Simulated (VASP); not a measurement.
# SnTe (F-43m) in VASP: single point with HSE06

Aim: the single point of SnTe with HSE06.

Program: VASP 6.6.1. These are calculated values, not measurements. Logs are shortened: lines on timing, memory, paths and dates and some standing lists are left out, and cuts for length are marked.

## Step 1: The cell of the first run

The structure is cubic, space group F-43m (No. 216). The conventional cell has a = 7.168 Å, b = 7.168 Å, c = 7.168 Å, α = 90.00°, β = 90.00°, γ = 90.00°. Within 4.1 Å of Sn (site symmetry -43m) lie 4 Te at 3.10 Å. Within 4.1 Å of Te (site symmetry -43m) lie 4 Sn at 3.10 Å.

## Step 2: Single point, HSE06, non-collinear spin, zero start, spin-orbit coupling

Contents of POSCAR:

```
SnTe
1.0
    0.0000000000      3.5839840079      3.5839840079
    3.5839840079      0.0000000000      3.5839840079
    3.5839840079      3.5839840079      0.0000000000
Sn Te
1 1
Direct
    0.0000000000      0.0000000000      0.0000000000
    0.2500000000      0.2500000000      0.2500000000
```

Contents of INCAR.step1:

```
SYSTEM = SnTe
PREC = Accurate ; ENCUT = 400
EDIFF = 1E-5 ; ISMEAR = -1
SIGMA = 0.02 ; LREAL = .FALSE.
LASPH = .TRUE. ; NELM = 200
ALGO = Normal ; ISIF = 2
LWAVE = .TRUE. ; LCHARG = .FALSE.
LNONCOLLINEAR = .TRUE. ; MAGMOM = 0 0 0 0 0 0
LORBIT = 11 ; LSORBIT = .TRUE.
GGA_COMPAT = .FALSE. ; LORBMOM = .TRUE.
GGA = PE ; NBANDS = 32
KPAR = 4
```

Contents of INCAR.step2:

```
SYSTEM = SnTe
PREC = Accurate ; ENCUT = 400
EDIFF = 1E-6 ; ISMEAR = -1
SIGMA = 0.02 ; LREAL = .FALSE.
LASPH = .TRUE. ; NELM = 200
ALGO = Normal ; ISIF = 2
LWAVE = .FALSE. ; LCHARG = .FALSE.
LNONCOLLINEAR = .TRUE. ; MAGMOM = 0 0 0 0 0 0
LORBIT = 11 ; LSORBIT = .TRUE.
GGA_COMPAT = .FALSE. ; LORBMOM = .TRUE.
GGA = PE ; LHFCALC = .TRUE.
HFSCREEN = 0.2079 ; PRECFOCK = Normal
ISTART = 1 ; NBANDS = 32
KPAR = 4
```

Contents of KPOINTS:

```
regular mesh
0
G
  4 4 4
  0 0 0
```

Potentials or basis: VASP PAW PBE potentials, release 64 (Sn_d, Te).

Command:

```console
> cat potpaw_PBE.64/Sn_d/POTCAR potpaw_PBE.64/Te/POTCAR > POTCAR
> cp INCAR.step1 INCAR
> mpirun -np 4 vasp_ncl > vasp.out
> cp INCAR.step2 INCAR
> mpirun -np 4 vasp_ncl > vasp.out
```

OUTCAR:

```text
SYSTEM = SnTe
   PREC = Accurate
   ENCUT = 400
   EDIFF = 1E-6
   ISMEAR = -1
   LREAL = .FALSE.
   LASPH = .TRUE.
   NELM = 200
   ISIF = 2
   LNONCOLLINEAR = .TRUE.
   LORBIT = 11
   LSORBIT = .TRUE.
   GGA = PE
   LHFCALC = .TRUE.
   HFSCREEN = 0.2079
   PRECFOCK = Normal
   ISTART = 1

 ion  position               nearest neighbor table
   1  0.000  0.000  0.000-   2 3.10   2 3.10   2 3.10   2 3.10
   2  0.250  0.250  0.250-   1 3.10   1 3.10   1 3.10   1 3.10

  LATTYP: Found a face centered cubic cell.
 ALAT       =     7.1679680158

  Lattice vectors:

 A1 = (   0.0000000000,   3.5839840079,   3.5839840079)
 A2 = (   3.5839840079,   0.0000000000,   3.5839840079)
 A3 = (   3.5839840079,   3.5839840079,   0.0000000000)

Analysis of symmetry for initial positions (statically):
=====================================================================
 Subroutine PRICEL returns:
 Original cell was already a primitive cell.

 Routine SETGRP: Setting up the symmetry group for a
 face centered cubic supercell.

 Subroutine GETGRP returns: Found 24 space group operations
 (whereof 24 operations were pure point group operations)
 out of a pool of 48 trial point group operations.

The static configuration has the point symmetry T_d .

Analysis of symmetry for dynamics (positions and initial velocities):
=====================================================================
 Subroutine PRICEL returns:
 Original cell was already a primitive cell.

 Routine SETGRP: Setting up the symmetry group for a
 face centered cubic supercell.

 Subroutine GETGRP returns: Found 24 space group operations
 (whereof 24 operations were pure point group operations)
 out of a pool of 48 trial point group operations.

The dynamic configuration has the point symmetry T_d .

Analysis of structural, dynamic, and magnetic symmetry:
=====================================================================
 Subroutine PRICEL returns:
 Original cell was already a primitive cell.

 Routine SETGRP: Setting up the symmetry group for a
 face centered cubic supercell.

 Subroutine GETGRP returns: Found 24 space group operations
 (whereof 24 operations were pure point group operations)
 out of a pool of 48 trial point group operations.

The overall configuration has the point symmetry T_d .

 Subroutine INISYM returns: Found 24 space group operations
 (whereof 24 operations are pure point group operations),
 and found     1 'primitive' translations

----------------------------------------------------------------------------------------

                                     Primitive cell

  volume of cell :      92.0721

  direct lattice vectors                    reciprocal lattice vectors
     0.000000000  3.583984008  3.583984008    -0.139509551  0.139509551  0.139509551
     3.583984008  0.000000000  3.583984008     0.139509551 -0.139509551  0.139509551
     3.583984008  3.583984008  0.000000000     0.139509551  0.139509551 -0.139509551

  length of vectors
     5.068518791  5.068518791  5.068518791     0.241637631  0.241637631  0.241637631

  position of ions in fractional coordinates (direct lattice)
     0.000000000  0.000000000  0.000000000
     0.250000000  0.250000000  0.250000000

  ion indices of the primitive-cell ions
   primitive index   ion index
                 1           1
                 2           2

----------------------------------------------------------------------------------------

 KPOINTS: regular mesh

Automatic generation of k-mesh.
 Grid dimensions read from file:
 generate k-points for:    4    4    4

 Generating k-lattice:

  Cartesian coordinates                     Fractional coordinates (reciprocal lattice)
    -0.034877388  0.034877388  0.034877388     0.250000000  0.000000000  0.000000000
[... 83 lines left out ...]
  energy-cutoff  :      400.00
  volume of cell :       92.07
 maximum number of plane-waves:      3400
 NGX is ok and might be reduce to    36
  NGX = 28; NGY = 28; NGZ = 28

 number of electron      19.9999996 magnetization      -0.0000001     -0.0000001     -0.0000001

 Free energy of the ion-electron system (eV)
  ---------------------------------------------------
  ext. energy  EPLUGINS =         0.00000000
  ---------------------------------------------------
  free energy    TOTEN  =        -8.59742761 eV

  energy without entropy =       -8.59488711  energy(sigma->0) =       -8.59615736

 E-fermi :   3.4969     XC(G=0):  -6.3793

 val. band max:        3.4897536131   @ k =   0.5000   0.5000   0.0000
 cond. band min:       3.5040425442   @ k =  -0.2500   0.5000   0.2500
 fundamental gap:      0.0142889311
 Fermi energy:         3.4968978701

 k-point     1 :       0.0000    0.0000    0.0000
  band No.  band energies     occupation
      1     -21.5545      1.00000
      2     -21.5545      1.00000
      3     -21.5545      1.00000
      4     -21.5545      1.00000
      5     -20.4959      1.00000
      6     -20.4959      1.00000
[... 339 lines left out ...]
     31      11.6935      0.00000
     32      11.6967      0.00000

------------------------ aborting loop because EDIFF is reached ----------------------------------------

  FORCE on cell =-STRESS in cart. coord.  units (eV):
  Direction    XX          YY          ZZ          XY          YZ          ZX
  --------------------------------------------------------------------------------------
  -------------------------------------------------------------------------------------
  Total       -0.2749261     -0.2749261     -0.2749261     -0.0000000     -0.0000000     -0.0000000
  in kB       -4.7840797     -4.7840797     -4.7840797     -0.0000000     -0.0000000     -0.0000000
  external PRESSURE =      -4.7840797 kB  Pullay stress =       0.0000000 kB

 VOLUME and BASIS-vectors are now :
 -----------------------------------------------------------------------------
  energy-cutoff  :      400.00
  volume of cell :       92.07
      direct lattice vectors                 reciprocal lattice vectors
     0.000000000  3.583984008  3.583984008    -0.139509551  0.139509551  0.139509551
     3.583984008  0.000000000  3.583984008     0.139509551 -0.139509551  0.139509551
     3.583984008  3.583984008  0.000000000     0.139509551  0.139509551 -0.139509551

 POSITION                                       TOTAL-FORCE (eV/Angst)
 -----------------------------------------------------------------------------------
      0.00000      0.00000      0.00000        -0.000000     -0.000000     -0.000000
      1.79199      1.79199      1.79199         0.000000      0.000000      0.000000
 -----------------------------------------------------------------------------------
    total drift:                               -0.000000      0.000000      0.000000

  FREE ENERGIE OF THE ION-ELECTRON SYSTEM (eV)
  ---------------------------------------------------
  free  energy   TOTEN  =        -8.5974276127 eV

  energy  without entropy=       -8.5948871130  energy(sigma->0) =       -8.59615736

 orbital moment (x)

 # of ion     p       d       tot
 ----------------------------------------
  1         0.000  -0.000  -0.000
  2        -0.000  -0.000  -0.000
 ----------------------------------------
           -0.000  -0.000  -0.000

 orbital moment (y)

 # of ion     p       d       tot
 ----------------------------------------
  1         0.000  -0.000   0.000
  2        -0.000  -0.000  -0.000
 ----------------------------------------
           -0.000  -0.000  -0.000

 orbital moment (z)

 # of ion     p       d       tot
 ----------------------------------------
  1         0.000   0.000   0.000
  2        -0.000  -0.000  -0.000
 ----------------------------------------
           -0.000  -0.000  -0.000

 Spin-Orbit-Coupling matrix elements

 Ion:    1  E_soc:     -0.0936768
 l=   1
     0.0000000    -0.0098287    -0.0098287
    -0.0098287     0.0000000    -0.0098287
    -0.0098287    -0.0098287     0.0000000
 l=   2
     0.0000000    -0.0011742     0.0000000    -0.0011742    -0.0046098
    -0.0011742     0.0000000    -0.0034574    -0.0011742    -0.0011525
     0.0000000    -0.0034574     0.0000000    -0.0034574     0.0000000
    -0.0011742    -0.0011742    -0.0034574     0.0000000    -0.0011525
    -0.0046098    -0.0011525     0.0000000    -0.0011525     0.0000000
 l=   3
     0.0000000     0.0000000     0.0000000     0.0000000     0.0000000     0.0000000     0.0000000
     0.0000000     0.0000000     0.0000000     0.0000000     0.0000000     0.0000000     0.0000000
     0.0000000     0.0000000     0.0000000     0.0000000     0.0000000     0.0000000     0.0000000
     0.0000000     0.0000000     0.0000000     0.0000000     0.0000000     0.0000000     0.0000000
     0.0000000     0.0000000     0.0000000     0.0000000     0.0000000     0.0000000     0.0000000
     0.0000000     0.0000000     0.0000000     0.0000000     0.0000000     0.0000000     0.0000000
     0.0000000     0.0000000     0.0000000     0.0000000     0.0000000     0.0000000     0.0000000

 Ion:    2  E_soc:     -0.2225298
 l=   1
     0.0000000    -0.0370928    -0.0370928
    -0.0370928     0.0000000    -0.0370929
    -0.0370928    -0.0370929     0.0000000
 l=   2
     0.0000000     0.0000119     0.0000000     0.0000119    -0.0000073
     0.0000119     0.0000000    -0.0000055     0.0000119    -0.0000018
     0.0000000    -0.0000055     0.0000000    -0.0000055     0.0000000
     0.0000119     0.0000119    -0.0000055     0.0000000    -0.0000018
    -0.0000073    -0.0000018     0.0000000    -0.0000018     0.0000000
 l=   3
     0.0000000     0.0000000     0.0000000     0.0000000     0.0000000     0.0000000     0.0000000
     0.0000000     0.0000000     0.0000000     0.0000000     0.0000000     0.0000000     0.0000000
     0.0000000     0.0000000     0.0000000     0.0000000     0.0000000     0.0000000     0.0000000
     0.0000000     0.0000000     0.0000000     0.0000000     0.0000000     0.0000000     0.0000000
     0.0000000     0.0000000     0.0000000     0.0000000     0.0000000     0.0000000     0.0000000
     0.0000000     0.0000000     0.0000000     0.0000000     0.0000000     0.0000000     0.0000000
     0.0000000     0.0000000     0.0000000     0.0000000     0.0000000     0.0000000     0.0000000

 total charge

# of ion       s       p       d       tot
------------------------------------------
    1        1.436   0.689   9.964  12.089
    2        1.355   2.091   0.018   3.463
--------------------------------------------------
tot          2.791   2.780   9.982  15.552

 magnetization (x)

# of ion       s       p       d       tot
------------------------------------------
    1        0.000  -0.000   0.000   0.000
    2        0.000   0.000  -0.000   0.000
--------------------------------------------------
tot          0.000   0.000   0.000   0.000

 magnetization (y)

# of ion       s       p       d       tot
------------------------------------------
    1       -0.000   0.000  -0.000  -0.000
    2       -0.000   0.000   0.000  -0.000
--------------------------------------------------
tot         -0.000   0.000   0.000  -0.000

 magnetization (z)

# of ion       s       p       d       tot
------------------------------------------
    1        0.000   0.000   0.000   0.000
    2        0.000   0.000  -0.000   0.000
--------------------------------------------------
tot          0.000   0.000   0.000   0.000
```

Run time: 25 min. Hardware: 4 MPI ranks of AMD EPYC 7R43 (Zen 3), shared host; peak memory 0.49 GiB.

Results:

* Free energy: -8.5974 eV
* Pressure: -0.5 GPa
* Net moment: 0.00 μB per cell
* Valence electrons inside the program's atomic spheres: Sn 12.09; Te 3.46

Moments on the atoms (μB; x, y, z):
```
Sn  0.00 0.00 0.00
Te  0.00 0.00 0.00
```

Caveat: the k points lie up to 0.38 Å⁻¹ apart; the PAW data sets were made with another functional, which shifts forces and pressure a little.
